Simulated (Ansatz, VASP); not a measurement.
One calculation of MgAl2Sb2, two programs

```
Mg Al Sb
1.0
     4.47765    0.00000    0.00000
    -2.23882    3.87775    0.00000
     0.00000    0.00000    6.89208
Mg Al Sb
1 2 2
Direct
  0.00000 0.00000 0.00000
  0.66667 0.33333 0.37079
  0.33333 0.66667 0.62921
  0.66667 0.33333 0.76969
  0.33333 0.66667 0.23031
```

Alike in both runs: task single point; functional PBEsol; k mesh 6 × 6 × 4; occupations fermi-dirac, width 0.15 eV; no spin polarisation.

```csv
,VASP,Ansatz
version,VASP 6.6.1,Ansatz 0.2.0
potentials or method,"VASP PAW PBE potentials, release 64 (Mg, Al, Sb), cutoff 520 eV","plane waves, PAW"
valence electrons in the cell,18,46
```

```tsv
	VASP	Ansatz	Ansatz less VASP
pressure (GPa)	2.7	2.5	-0.27
traceless stress, the component that is largest in VASP (GPa)	0.08	0.04	-0.036
```

VASP's potentials were made for PBE, not for PBEsol. VASP's potentials hold 18 valence electrons a cell and Ansatz's 46, so a difference there can come from the potentials and not from the codes.

Spin-orbit coupling is off throughout.
